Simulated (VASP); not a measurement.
Wanted: the native input for a VASP 6.6.1 run.

| Item | Value |
| --- | --- |
| Task | single point |
| Functional | PBE |
| Potentials or basis | VASP PAW PBE potentials, release 64 (Bi_d, Te) |
| Cutoff | 520 eV |
| k mesh | 7 × 7 × 7 |
| Occupations | fermi-dirac, width 0.08 eV |
| Spin | no spin polarisation |
| Dipole correction | no |
| Further INCAR settings | ALGO = Normal; EDIFF = 1e-06; NBANDS = 32 |

The structure of Bi2Te3 lies in POSCAR:

```
Bi2Te3
1.0
    2.1930005584      1.2661294627      9.9623566000
   -2.1930005584      1.2661294627      9.9623566000
    0.0000000000     -2.5322589254      9.9623566000
Bi Te
2 3
Direct
    0.4000000000      0.4000000000      0.4000000000
    0.6000000000      0.6000000000      0.6000000000
    0.0000000000      0.0000000000      0.0000000000
    0.2095000000      0.2095000000      0.2095000000
    0.7905000000      0.7905000000      0.7905000000
```

This cell differs from its parent crystal: zz strain of -2 %.

These files were run (other wordings do the same):

INCAR

```
ALGO = Normal
EDIFF = 1E-6
ENCUT = 520
GGA = PE
ISIF = 2
ISMEAR = -1
LASPH = T
LCHARG = T
LELF = T
LREAL = F
LVHAR = T
LWAVE = F
NBANDS = 32
NELM = 80
PREC = Accurate
SIGMA = 0.08
```

KPOINTS

```
k-points
0
Gamma
  7 7 7
```

Potentials or basis: VASP PAW PBE potentials, release 64 (Bi_d, Te).

Run with:

```bash
$ cat potpaw_PBE.64/Bi_d/POTCAR potpaw_PBE.64/Te/POTCAR > POTCAR
$ mpirun -np 1 vasp_std > vasp.out
```

Results of the run:

| Property | Result |
| --- | --- |
| Pressure | 3.1 GPa |
| Largest force | 0.142 eV/Å |
| Band gap on the k mesh | 0.21 eV |

Caveat: the cell differs from its parent crystal (zz strain of -2 %); the cell stands under pressure; spin-orbit coupling is left out, which moves the levels of the heavy elements.

It took 40 min on 1 thread of Intel Xeon 8259CL, on a shared host, peak memory 0.98 GiB.
